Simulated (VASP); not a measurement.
# LiF (P6_3mc) in VASP: notebook

The runs below take LiF through single point, with LDA.

Program: VASP 6.6.1. These are calculated values, not measurements. Logs are shortened: lines on timing, memory, paths and dates and some standing lists are left out, and cuts for length are marked.

## (1) The cell of the first run

It takes space group P6_3mc (No. 186, hexagonal). The conventional cell has a = 3.080 Å, b = 3.080 Å, c = 4.509 Å, α = 90.00°, β = 90.00°, γ = 120.00°. Within 2.2 Å of Li (site symmetry 3m) lie 4 F at 1.69 to 1.87 Å. Within 2.2 Å of F (site symmetry 3m) lie 4 Li at 1.69 to 1.87 Å.

## (2) Single point, LDA

INCAR reads:

```
ALGO = Normal
EDIFF = 1E-6
ENCUT = 520
ISIF = 2
ISMEAR = 0
LASPH = T
LCHARG = F
LREAL = F
LWAVE = F
NBANDS = 18
NELM = 60
PREC = Accurate
SIGMA = 0.05
```

KPOINTS reads:

```
k-points
0
Gamma
  9 9 6
```

POSCAR reads:

```
LiF
1.0
    3.0801704379      0.0000000000      0.0000000000
   -1.5400852189      2.6675058472      0.0000000000
    0.0000000000      0.0000000000      4.5087534870
Li F
2 2
Direct
    0.3333333333      0.6666666667      0.3652620286
    0.6666666667      0.3333333333      0.8652620286
    0.3333333333      0.6666666667      0.9910195924
    0.6666666667      0.3333333333      0.4910195924
```

Potentials or basis: VASP PAW LDA potentials, release 64 (Li_sv, F).

Command:

```sh
> cat potpaw_LDA.64/Li_sv/POTCAR potpaw_LDA.64/F/POTCAR > POTCAR
> mpirun -np 1 vasp_std > vasp.out
```

OUTCAR:

```text
EDIFF = 1E-6
   ENCUT = 520
   ISIF = 2
   ISMEAR = 0
   LASPH = T
   LREAL = F
   NELM = 60
   PREC = Accurate

 ion  position               nearest neighbor table
   1  0.333  0.667  0.365-   3 1.69   4 1.87   4 1.87   4 1.87
   2  0.667  0.333  0.865-   4 1.69   3 1.87   3 1.87   3 1.87
   3  0.333  0.667  0.991-   1 1.69   2 1.87   2 1.87   2 1.87
   4  0.667  0.333  0.491-   2 1.69   1 1.87   1 1.87   1 1.87

  LATTYP: Found a hexagonal cell.
 ALAT       =     3.0801704379
 C/A-ratio  =     1.4638000000

  Lattice vectors:

 A1 = (   3.0801704379,   0.0000000000,   0.0000000000)
 A2 = (  -1.5400852189,   2.6675058472,   0.0000000000)
 A3 = (   0.0000000000,   0.0000000000,   4.5087534870)

Analysis of symmetry for initial positions (statically):
=====================================================================
 Subroutine PRICEL returns:
 Original cell was already a primitive cell.

 Routine SETGRP: Setting up the symmetry group for a
 hexagonal supercell.

 Subroutine GETGRP returns: Found 12 space group operations
 (whereof  6 operations were pure point group operations)
 out of a pool of 24 trial point group operations.

The static configuration has the point symmetry C_3v.
 The point group associated with its full space group is C_6v.

Analysis of symmetry for dynamics (positions and initial velocities):
=====================================================================
 Subroutine PRICEL returns:
 Original cell was already a primitive cell.

 Routine SETGRP: Setting up the symmetry group for a
 hexagonal supercell.

 Subroutine GETGRP returns: Found 12 space group operations
 (whereof  6 operations were pure point group operations)
 out of a pool of 24 trial point group operations.

The dynamic configuration has the point symmetry C_3v.
 The point group associated with its full space group is C_6v.

 Subroutine INISYM returns: Found 12 space group operations
 (whereof  6 operations are pure point group operations),
 and found     1 'primitive' translations

----------------------------------------------------------------------------------------

                                     Primitive cell

  volume of cell :      37.0456

  direct lattice vectors                    reciprocal lattice vectors
     3.080170438  0.000000000  0.000000000     0.324657359  0.187441014  0.000000000
    -1.540085219  2.667505847  0.000000000     0.000000000  0.374882027  0.000000000
     0.000000000  0.000000000  4.508753487     0.000000000  0.000000000  0.221790790

  length of vectors
     3.080170438  3.080170438  4.508753487     0.374882027  0.374882027  0.221790790

  position of ions in fractional coordinates (direct lattice)
     0.333333333  0.666666667  0.365262029
     0.666666667  0.333333333  0.865262029
     0.333333333  0.666666667  0.991019592
     0.666666667  0.333333333  0.491019592

  ion indices of the primitive-cell ions
   primitive index   ion index
                 1           1
                 2           2
                 3           3
                 4           4

----------------------------------------------------------------------------------------

 KPOINTS: k-points

Automatic generation of k-mesh.
 Grid dimensions read from file:
 generate k-points for:    9    9    6

 Generating k-lattice:

  Cartesian coordinates                     Fractional coordinates (reciprocal lattice)
     0.036073040  0.020826779  0.000000000     0.111111111  0.000000000  0.000000000
     0.000000000  0.041653559  0.000000000     0.000000000  0.111111111  0.000000000
     0.000000000  0.000000000  0.036965132     0.000000000  0.000000000  0.166666667

  Length of vectors
     0.041653559  0.041653559  0.036965132

  Shift w.r.t. Gamma in fractional coordinates (k-lattice)
     0.000000000  0.000000000  0.000000000

 Subroutine IBZKPT returns following result:
 ===========================================

 Found     48 irreducible k-points:

 Following reciprocal coordinates:
            Coordinates               Weight
  0.000000  0.000000  0.000000      1.000000
  0.111111  0.000000  0.000000      6.000000
  0.222222 -0.000000  0.000000      6.000000
  0.333333  0.000000  0.000000      6.000000
  0.444444 -0.000000  0.000000      6.000000
  0.111111  0.111111  0.000000      6.000000
[... 16 lines left out ...]
  0.333333  0.222222  0.166667     24.000000
  0.333333  0.333333  0.166667      4.000000
 [... further k-points ...]
   k-points           NKPTS =     48   k-points in BZ     NKDIM =     48   number of bands    NBANDS=     18
   number of dos      NEDOS =    301   number of ions     NIONS =      4
   total plane-waves  NPLWV =  20736
   dimension x,y,z NGX =    24 NGY =   24 NGZ =   36
   dimension x,y,z NGXF=    48 NGYF=   48 NGZF=   72
   ions per type =               2   2
   NGX,Y,Z   is equivalent  to a cutoff of  12.95, 12.95, 13.27 a.u.
   NGXF,Y,Z  is equivalent  to a cutoff of  25.91, 25.91, 26.55 a.u.
 SYSTEM =  unknown system
   PREC   = accura    normal or accurate (medium, high low for compatibility)
   ISTART =      0    job   : 0-new  1-cont  2-samecut
   ICHARG =      2    charge: 1-file 2-atom 10-const
   ISPIN  =      1    spin polarized calculation?
   LNONCOLLINEAR =      F non collinear calculations
   LSORBIT =      F    spin-orbit coupling
   LASPH  =      T    aspherical Exc in radial PAW
   ENCUT  =  520.0 eV  38.22 Ry    6.18 a.u.   5.73  5.73  8.38*2*pi/ulx,y,z
   NELM   =     60;   NELMIN=  2; NELMDL= -5     # of ELM steps
   EDIFF  = 0.1E-05   stopping-criterion for ELM
   LREAL  =      F    real-space projection
   EDIFFG = 0.1E-04   stopping-criterion for IOM
   NSW    =      0    number of steps for IOM
   IBRION =     -1    ionic relax: 0-MD 1-quasi-New 2-CG
   NFREE  =      0    steps in history (QN), initial steepest desc. (CG)
   ISIF   =      2    stress and relaxation
   ISYM   =      2    0-nonsym 1-usesym 2-fastsym
   POTIM  = 0.5000    time-step for ionic-motion
   TEBEG  =    0.0;   TEEND  =   0.0 temperature during run
   PSTRESS=    0.0 pullay stress
   NELECT =      20.0000    total number of electrons
   NUPDOWN=      -1.0000    fix difference up-down
   EMIN   =  10.00;   EMAX   =-10.00  energy-range for DOS
   EFERMI =   0.00;   METHOD = LEGACY
   ISMEAR =     0;   SIGMA  =   0.05  broadening in eV -4-tet -1-fermi 0-gaus
   EFERMI_NEDOS =   21; number of points for ismear=-14 and -15
   IALGO  =     38    algorithm
   IMIX   =      4    mixing-type and parameters
     AMIX     =   0.40;   BMIX     =  1.00
     AMIX_MAG =   1.60;   BMIX_MAG =  1.00
  volume/ion in A,a.u.               =       9.26        62.50
  Fermi-wavevector in a.u.,A,eV,Ry     =   1.333028  2.519058 24.177060  1.776964
  Thomas-Fermi vector in A             =   2.461918
   LORBIT       =      0    0 simple, 1 ext, 2 COOP (PROOUT), +10 PAW based schemes
   GGA     = CA    functional components
   LHFCALC =     F    Hartree Fock is set to
   AEXX    =    0.0000 exact exchange contribution
   IVDW    =     0    specifies the selected vdW correction
   LEPSILON=     F    determine dielectric tensor
   LRPA    =     F    only Hartree local field effects (RPA)
 non-spin polarized calculation
 Gauss-broadening in eV      SIGMA  =   0.05
  energy-cutoff  :      520.00
  volume of cell :       37.05
 maximum number of plane-waves:      1010
 NGX is ok and might be reduce to    24
   NGX = 11   NGY = 11   NGZ = 17

 number of electron      19.9999967 magnetization

 Free energy of the ion-electron system (eV)
  ---------------------------------------------------
  ext. energy  EPLUGINS =         0.00000000
  ---------------------------------------------------
  free energy    TOTEN  =       -20.70302928 eV

  energy without entropy =      -20.70302928  energy(sigma->0) =      -20.70302928

 E-fermi :  -2.1447     XC(G=0):  -9.8564

 val. band max:       -2.4576058596   @ k =   0.0000   0.0000   0.0000
 cond. band min:       5.3913044827   @ k =   0.0000   0.0000   0.0000
 fundamental gap:      7.8489103422
 Fermi energy:        -2.1447272948

 k-point     1 :       0.0000    0.0000    0.0000
  band No.  band energies     occupation
      1     -41.5695      2.00000
      2     -41.4842      2.00000
      3     -21.5715      2.00000
      4     -21.2930      2.00000
      5      -4.8327      2.00000
      6      -3.0782      2.00000
[... 10 lines left out ...]
     17      17.0227      0.00000
     18      19.6691      0.00000

 k-point     2 :       0.1111    0.0000    0.0000
  band No.  band energies     occupation
      1     -41.5641      2.00000
      2     -41.4834      2.00000
      3     -21.5540      2.00000
      4     -21.2898      2.00000
      5      -4.7795      2.00000
      6      -3.2042      2.00000
[... 10 lines left out ...]
     17      17.2742      0.00000
     18      19.0305      0.00000

 k-point     3 :       0.2222   -0.0000    0.0000
  band No.  band energies     occupation
      1     -41.5496      2.00000
      2     -41.4820      2.00000
      3     -21.5058      2.00000
      4     -21.2837      2.00000
      5      -4.6519      2.00000
      6      -3.5711      2.00000
[... 10 lines left out ...]
     17      17.1734      0.00000
     18      18.0270      0.00000

 k-point     4 :       0.3333    0.0000    0.0000
  band No.  band energies     occupation
      1     -41.5312      2.00000
      2     -41.4824      2.00000
      3     -21.4421      2.00000
      4     -21.2841      2.00000
      5      -4.6186      2.00000
      6      -3.8639      2.00000
[... 375 lines left out ...]
      4     -21.2972      2.00000
      5      -4.3992      2.00000
      6      -4.3240      2.00000
[... 10 lines left out ...]
     17      17.9429      0.00000
     18      18.7556      0.00000

 k-point    23 :       0.3333    0.2222    0.1667
  band No.  band energies     occupation
      1     -41.5065      2.00000
      2     -41.4899      2.00000
      3     -21.3594      2.00000
      4     -21.3080      2.00000
      5      -4.6759      2.00000
      6      -4.0966      2.00000
[... 10 lines left out ...]
     17      17.4117      0.00000
     18      19.0555      0.00000

 k-point    24 :       0.3333    0.3333    0.1667
  band No.  band energies     occupation
      1     -41.4967      2.00000
      2     -41.4967      2.00000
      3     -21.3278      2.00000
      4     -21.3278      2.00000
      5      -4.7312      2.00000
      6      -3.9204      2.00000
[... 10 lines left out ...]
     17      16.6084      0.00000
     18      19.0887      0.00000

 [... further k-points ...]

------------------------ aborting loop because EDIFF is reached ----------------------------------------

  FORCE on cell =-STRESS in cart. coord.  units (eV):
  Direction    XX          YY          ZZ          XY          YZ          ZX
  --------------------------------------------------------------------------------------
  -------------------------------------------------------------------------------------
  Total       -0.7319360     -0.7319360      2.3614650     -0.0000000      0.0000000      0.0000000
  in kB      -31.6553478    -31.6553478    102.1305037     -0.0000000      0.0000000      0.0000000
  external PRESSURE =      12.9399360 kB  Pullay stress =       0.0000000 kB

 VOLUME and BASIS-vectors are now :
 -----------------------------------------------------------------------------
  energy-cutoff  :      520.00
  volume of cell :       37.05
      direct lattice vectors                 reciprocal lattice vectors
     3.080170438  0.000000000  0.000000000     0.324657359  0.187441014  0.000000000
    -1.540085219  2.667505847  0.000000000     0.000000000  0.374882027  0.000000000
     0.000000000  0.000000000  4.508753487     0.000000000  0.000000000  0.221790790

 POSITION                                       TOTAL-FORCE (eV/Angst)
 -----------------------------------------------------------------------------------
     -0.00000      1.77834      1.64688        -0.000000     -0.000000      0.811850
      1.54009      0.88917      3.90125        -0.000000      0.000000      0.811850
     -0.00000      1.77834      4.46826        -0.000000      0.000000     -0.811850
      1.54009      0.88917      2.21389         0.000000     -0.000000     -0.811850
 -----------------------------------------------------------------------------------
    total drift:                                0.000000      0.000000     -0.002977

  FREE ENERGIE OF THE ION-ELECTRON SYSTEM (eV)
  ---------------------------------------------------
  free  energy   TOTEN  =       -20.7030292845 eV

  energy  without entropy=      -20.7030292845  energy(sigma->0) =      -20.70302928
```

Run time: 8.1 s. Hardware: 1 thread of Intel Xeon 6975P-C (Granite Rapids), shared host; peak memory 0.14 GiB.

Results:

```yaml
Free_energy: -20.7030 eV
Largest_force: 0.812 eV/Å
Band_gap_on_the_k_mesh: 7.85 eV
```

Forces on the atoms (eV/Å):
```
Li   0.000  0.000  0.812
Li   0.000  0.000  0.812
F    0.000  0.000 -0.812
F    0.000  0.000 -0.812
```

Caveat: the cutoff is under 1.25 times the usual one of these potentials, so pressure, stress and relaxed cells hold a basis-set (Pulay) error; an odd mesh through Γ misses points on the zone boundary, where band edges can lie.

(Continued in part 2 of 2.)
